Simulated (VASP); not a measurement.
# Ir in VASP: further runs

Runs on Ir. Level: LDA. Tasks: single point.

Everything below comes from runs of VASP 6.6.1. Logs are shortened: lines on timing, memory, paths and dates and some standing lists are left out, and cuts for length are marked.

**1. The cell of the first run**

The typed cell holds 1 atom: a = 2.639 Å, b = 2.639 Å, c = 3.047 Å, α = 54.73°, β = 54.73°, γ = 70.53°.

**2. Single point, LDA**

File INCAR:

```
  PREC = Accurate
  ENCUT = 520
  EDIFF = 1E-7
  ISMEAR = 0
  SIGMA = 0.15
  LREAL = F
  LASPH = T
  NELM = 80
  ALGO = Normal
  ISIF = 2
  LWAVE = F
  LCHARG = F
  NBANDS = 10
```

File KPOINTS:

```
regular mesh
0
Gamma
  8 8 8
```

File POSCAR:

```
Ir
1.0
    0.0000000000      2.1548988710      1.5235135018
    2.1548988710      0.0000000000      1.5235135018
    2.1548988710      2.1548988710      0.0000000000
Ir
1
Direct
    0.0000000000      0.0000000000      0.0000000000
```

Potentials or basis: VASP PAW LDA potentials, release 64 (Ir).

Run with:

```bash
$ cat potpaw_LDA.64/Ir/POTCAR > POTCAR
$ mpirun -np 1 vasp_std > vasp.out
```

OUTCAR:

```text
PREC = Accurate
   ENCUT = 520
   EDIFF = 1E-7
   ISMEAR = 0
   LREAL = F
   LASPH = T
   NELM = 80
   ISIF = 2

 ion  position               nearest neighbor table
   1  0.000  0.000  0.000-

  LATTYP: Found a body centered tetragonal cell.
 ALAT       =     3.0474872089
 C/A-ratio  =     0.9998489886

  Lattice vectors:

 A1 = (   0.0000000000,  -2.1548988710,  -1.5235135018)
 A2 = (   0.0000000000,   2.1548988710,  -1.5235135018)
 A3 = (   2.1548988710,   0.0000000000,   1.5235135018)

Analysis of symmetry for initial positions (statically):
=====================================================================
 Subroutine PRICEL returns:
 Original cell was already a primitive cell.

 Routine SETGRP: Setting up the symmetry group for a
 body centered tetragonal supercell.

 Subroutine GETGRP returns: Found 16 space group operations
 (whereof 16 operations were pure point group operations)
 out of a pool of 16 trial point group operations.

The static configuration has the point symmetry D_4h.

Analysis of symmetry for dynamics (positions and initial velocities):
=====================================================================
 Subroutine PRICEL returns:
 Original cell was already a primitive cell.

 Routine SETGRP: Setting up the symmetry group for a
 body centered tetragonal supercell.

 Subroutine GETGRP returns: Found 16 space group operations
 (whereof 16 operations were pure point group operations)
 out of a pool of 16 trial point group operations.

The dynamic configuration has the point symmetry D_4h.

 Subroutine INISYM returns: Found 16 space group operations
 (whereof 16 operations are pure point group operations),
 and found     1 'primitive' translations

----------------------------------------------------------------------------------------

                                     Primitive cell

  volume of cell :      14.1491

  direct lattice vectors                    reciprocal lattice vectors
     0.000000000  2.154898871  1.523513502    -0.232029450  0.232029450  0.328188755
     2.154898871  0.000000000  1.523513502     0.232029450 -0.232029450  0.328188755
     2.154898871  2.154898871  0.000000000     0.232029450  0.232029450 -0.328188755

  length of vectors
     2.639068497  2.639068497  3.047487209     0.464093946  0.464093946  0.464093946

  position of ions in fractional coordinates (direct lattice)
     0.000000000  0.000000000  0.000000000

  ion indices of the primitive-cell ions
   primitive index   ion index
                 1           1

----------------------------------------------------------------------------------------

 KPOINTS: regular mesh

Automatic generation of k-mesh.
 Grid dimensions read from file:
 generate k-points for:    8    8    8

 Generating k-lattice:

  Cartesian coordinates                     Fractional coordinates (reciprocal lattice)
    -0.029003681  0.029003681  0.041023594     0.125000000  0.000000000  0.000000000
     0.029003681 -0.029003681  0.041023594     0.000000000  0.125000000  0.000000000
     0.029003681  0.029003681 -0.041023594     0.000000000  0.000000000  0.125000000

  Length of vectors
     0.058011743  0.058011743  0.058011743

  Shift w.r.t. Gamma in fractional coordinates (k-lattice)
     0.000000000  0.000000000  0.000000000

 Subroutine IBZKPT returns following result:
 ===========================================

 Found     59 irreducible k-points:

 Following reciprocal coordinates:
            Coordinates               Weight
  0.000000  0.000000  0.000000      1.000000
  0.125000  0.000000  0.000000      8.000000
  0.250000  0.000000  0.000000      8.000000
  0.375000  0.000000  0.000000      8.000000
  0.500000  0.000000  0.000000      4.000000
  0.125000  0.125000  0.000000      2.000000
[... 16 lines left out ...]
  0.250000  0.000000  0.125000     16.000000
  0.375000 -0.000000  0.125000     16.000000
 [... further k-points ...]
   k-points           NKPTS =     59   k-points in BZ     NKDIM =     59   number of bands    NBANDS=     10
   number of dos      NEDOS =    301   number of ions     NIONS =      1
   total plane-waves  NPLWV =   9600
   dimension x,y,z NGX =    20 NGY =   20 NGZ =   24
   dimension x,y,z NGXF=    40 NGYF=   40 NGZF=   48
   ions per type =               1
   NGX,Y,Z   is equivalent  to a cutoff of  12.60, 12.60, 13.09 a.u.
   NGXF,Y,Z  is equivalent  to a cutoff of  25.20, 25.20, 26.18 a.u.
 SYSTEM =  unknown system
   PREC   = accura    normal or accurate (medium, high low for compatibility)
   ISTART =      0    job   : 0-new  1-cont  2-samecut
   ICHARG =      2    charge: 1-file 2-atom 10-const
   ISPIN  =      1    spin polarized calculation?
   LNONCOLLINEAR =      F non collinear calculations
   LSORBIT =      F    spin-orbit coupling
   LASPH  =      T    aspherical Exc in radial PAW
   ENCUT  =  520.0 eV  38.22 Ry    6.18 a.u.   4.91  4.91  5.67*2*pi/ulx,y,z
   NELM   =     80;   NELMIN=  2; NELMDL= -5     # of ELM steps
   EDIFF  = 0.1E-06   stopping-criterion for ELM
   LREAL  =      F    real-space projection
   EDIFFG = 0.1E-05   stopping-criterion for IOM
   NSW    =      0    number of steps for IOM
   IBRION =     -1    ionic relax: 0-MD 1-quasi-New 2-CG
   NFREE  =      0    steps in history (QN), initial steepest desc. (CG)
   ISIF   =      2    stress and relaxation
   ISYM   =      2    0-nonsym 1-usesym 2-fastsym
   POTIM  = 0.5000    time-step for ionic-motion
   TEBEG  =    0.0;   TEEND  =   0.0 temperature during run
   PSTRESS=    0.0 pullay stress
   NELECT =       9.0000    total number of electrons
   NUPDOWN=      -1.0000    fix difference up-down
   EMIN   =  10.00;   EMAX   =-10.00  energy-range for DOS
   EFERMI =   0.00;   METHOD = LEGACY
   ISMEAR =     0;   SIGMA  =   0.15  broadening in eV -4-tet -1-fermi 0-gaus
   EFERMI_NEDOS =   21; number of points for ismear=-14 and -15
   IALGO  =     38    algorithm
   IMIX   =      4    mixing-type and parameters
     AMIX     =   0.40;   BMIX     =  1.00
     AMIX_MAG =   1.60;   BMIX_MAG =  1.00
  volume/ion in A,a.u.               =      14.15        95.48
  Fermi-wavevector in a.u.,A,eV,Ry     =   1.407923  2.660589 26.970118  1.982248
  Thomas-Fermi vector in A             =   2.530133
   LORBIT       =      0    0 simple, 1 ext, 2 COOP (PROOUT), +10 PAW based schemes
   GGA     = CA    functional components
   LHFCALC =     F    Hartree Fock is set to
   AEXX    =    0.0000 exact exchange contribution
   IVDW    =     0    specifies the selected vdW correction
   LEPSILON=     F    determine dielectric tensor
   LRPA    =     F    only Hartree local field effects (RPA)
 non-spin polarized calculation
 Gauss-broadening in eV      SIGMA  =   0.15
  energy-cutoff  :      520.00
  volume of cell :       14.15
 maximum number of plane-waves:       390
   NGX =  9   NGY =  9   NGZ = 11

 number of electron       9.0000000 magnetization

 Free energy of the ion-electron system (eV)
  ---------------------------------------------------
  ext. energy  EPLUGINS =         0.00000000
  ---------------------------------------------------
  free energy    TOTEN  =        -9.63460645 eV

  energy without entropy =       -9.60547352  energy(sigma->0) =       -9.62003998

 E-fermi :  10.0658     XC(G=0): -14.1252

 val. band max:       10.0447969383   @ k =  -0.3750   0.3750   0.2500
 cond. band min:      10.0843279800   @ k =  -0.3750   0.1250   0.3750
 fundamental gap:      0.0395310418
 Fermi energy:        10.0658242855

 k-point     1 :       0.0000    0.0000    0.0000
  band No.  band energies     occupation
      1      -0.7949      2.00000
      2       6.2901      2.00000
      3       6.2916      2.00000
      4       6.2916      2.00000
      5       9.4996      2.00000
      6       9.5024      2.00000
      7      27.0083      0.00000
      8      27.0083      0.00000
      9      27.0117      0.00000
     10      38.3668      0.00000

 k-point     2 :       0.1250    0.0000    0.0000
  band No.  band energies     occupation
      1      -0.0810      2.00000
      2       5.9649      2.00000
      3       6.2512      2.00000
      4       6.9424      2.00000
      5       9.1165      2.00000
      6       9.5275      2.00000
      7      27.3322      0.00000
      8      27.8306      0.00000
      9      28.1457      0.00000
     10      34.6403      0.00000

 k-point     3 :       0.2500    0.0000    0.0000
  band No.  band energies     occupation
      1       1.5628      2.00000
      2       5.2539      2.00000
      3       6.2097      2.00000
      4       8.7493      2.00000
      5       8.9364      2.00000
      6       9.6591      1.99987
      7      26.1327      0.00000
      8      26.3395      0.00000
      9      31.1654      0.00000
     10      34.1760      0.00000

 k-point     4 :       0.3750    0.0000    0.0000
  band No.  band energies     occupation
      1       2.3394      2.00000
      2       4.6261      2.00000
      3       7.7912      2.00000
      4       9.3641      2.00000
      5       9.8974      1.88774
      6      11.1155      0.00000
      7      21.2475      0.00000
      8      24.1029      0.00000
      9      29.4251      0.00000
     10      34.9950      0.00000

 k-point     5 :       0.5000    0.0000    0.0000
  band No.  band energies     occupation
      1       2.2877      2.00000
      2       4.3854      2.00000
      3       9.3197      2.00000
      4       9.9834      1.56303
      5      10.0343      1.23347
      6      12.4224      0.00000
      7      18.3621      0.00000
      8      23.1452      0.00000
      9      27.2402      0.00000
     10      35.0574      0.00000

 k-point     6 :       0.1250    0.1250    0.0000
  band No.  band energies     occupation
      1       0.6102      2.00000
      2       6.3474      2.00000
      3       6.3474      2.00000
      4       6.9180      2.00000
      5       8.1201      2.00000
      6       9.9995      1.46844
      7      27.8473      0.00000
      8      29.1050      0.00000
      9      29.1050      0.00000
     10      30.1226      0.00000
[... 183 lines left out ...]
 k-point    21 :       0.5000    0.5000    0.0000
  band No.  band energies     occupation
      1       2.7312      2.00000
      2       2.7315      2.00000
      3      11.6716      0.00000
      4      11.6716      0.00000
      5      11.6724      0.00000
      6      18.0972      0.00000
      7      18.0972      0.00000
      8      18.1020      0.00000
      9      25.2215      0.00000
     10      31.5863      0.00000

 k-point    22 :       0.1250    0.0000    0.1250
  band No.  band energies     occupation
      1      -0.0811      2.00000
      2       5.9658      2.00000
      3       6.2500      2.00000
      4       6.9431      2.00000
      5       9.1144      2.00000
      6       9.5293      2.00000
      7      27.3307      0.00000
      8      27.8288      0.00000
      9      28.1488      0.00000
     10      34.6386      0.00000

 k-point    23 :       0.2500    0.0000    0.1250
  band No.  band energies     occupation
      1       1.1708      2.00000
      2       5.6495      2.00000
      3       5.7865      2.00000
      4       8.3528      2.00000
      5       8.7073      2.00000
      6       9.7442      1.99757
      7      27.4048      0.00000
      8      27.5625      0.00000
      9      29.1744      0.00000
     10      32.3728      0.00000

 k-point    24 :       0.3750   -0.0000    0.1250
  band No.  band energies     occupation
      1       2.6469      2.00000
      2       5.0017      2.00000
      3       5.9994      2.00000
      4       8.8446      2.00000
      5       9.9668      1.64961
      6      10.8590      0.00000
      7      23.4088      0.00000
      8      25.6302      0.00000
      9      29.0407      0.00000
     10      31.7440      0.00000

 [... further k-points ...]

------------------------ aborting loop because EDIFF is reached ----------------------------------------

  FORCE on cell =-STRESS in cart. coord.  units (eV):
  Direction    XX          YY          ZZ          XY          YZ          ZX
  --------------------------------------------------------------------------------------
  -------------------------------------------------------------------------------------
  Total        0.6453249      0.6453249      0.6345018      0.0000000      0.0000000     -0.0000000
  in kB       73.0733355     73.0733355     71.8477796      0.0000000      0.0000000     -0.0000000
  external PRESSURE =      72.6648169 kB  Pullay stress =       0.0000000 kB

 VOLUME and BASIS-vectors are now :
 -----------------------------------------------------------------------------
  energy-cutoff  :      520.00
  volume of cell :       14.15
      direct lattice vectors                 reciprocal lattice vectors
     0.000000000  2.154898871  1.523513502    -0.232029450  0.232029450  0.328188755
     2.154898871  0.000000000  1.523513502     0.232029450 -0.232029450  0.328188755
     2.154898871  2.154898871  0.000000000     0.232029450  0.232029450 -0.328188755

 POSITION                                       TOTAL-FORCE (eV/Angst)
 -----------------------------------------------------------------------------------
      0.00000      0.00000      0.00000        -0.000000     -0.000000      0.000000
 -----------------------------------------------------------------------------------
    total drift:                                0.000000     -0.000000     -0.000000

  FREE ENERGIE OF THE ION-ELECTRON SYSTEM (eV)
  ---------------------------------------------------
  free  energy   TOTEN  =        -9.6346064466 eV

  energy  without entropy=       -9.6054735161  energy(sigma->0) =       -9.62003998
```

Wall time 4.4 s (1 thread of AMD EPYC 9R45 (Zen 5), shared host); peak memory 0.1 GiB.

What came out:

```yaml
Free_energy: -9.6346 eV
Pressure: 7.3 GPa
```

Caveat: the k points lie up to 0.36 Å⁻¹ apart; spin-orbit coupling is left out, which moves the levels of the heavy elements.

**3. Single point, LDA**

File INCAR:

```
  PREC = Accurate
  ENCUT = 500
  EDIFF = 1E-6
  ISMEAR = 0
  SIGMA = 0.15
  LREAL = F
  LASPH = T
  NELM = 120
  ALGO = Normal
  ISIF = 2
  LWAVE = F
  LCHARG = F
  NBANDS = 14
  GGA_COMPAT = F
```

KPOINTS is that of step 2.

POSCAR is that of step 2.

Potentials or basis: VASP PAW LDA potentials, release 64 (Ir_sv_GW).

Run with:

```bash
$ cat potpaw_LDA.64/Ir_sv_GW/POTCAR > POTCAR
$ mpirun -np 1 vasp_std > vasp.out
```

Run time: 5.3 s. Hardware: 1 thread of Intel Xeon 6975P-C (Granite Rapids), shared host; peak memory 0.13 GiB.

It converged, with:

```
Free energy : -10.2068 eV
Pressure    : 3.1 GPa
```

Levels at points of the mesh, in eV from the Fermi level:
```csv
k point,band 4,band 5,band 6,band 7,band 8,band 9,band 10,band 11,band 12,band 13
"(0.00, 0.00, 0.00)",-48.78,-10.84,-3.77,-3.77,-3.77,-0.56,-0.56,16.20,16.20,16.21
"(0.50, 0.00, 0.00)",-48.78,-7.77,-5.67,-0.74,-0.07,-0.03,2.37,8.32,12.66,16.83
"(0.50, 0.50, 0.00)",-49.37,-7.33,-7.33,1.61,1.61,1.61,7.95,7.95,7.95,15.19
"(0.50, 0.00, 0.50)",-48.78,-7.77,-5.67,-0.75,-0.07,-0.03,2.37,8.32,12.66,16.83
```

Caveat: the k points lie up to 0.36 Å⁻¹ apart; spin-orbit coupling is left out, which moves the levels of the heavy elements.
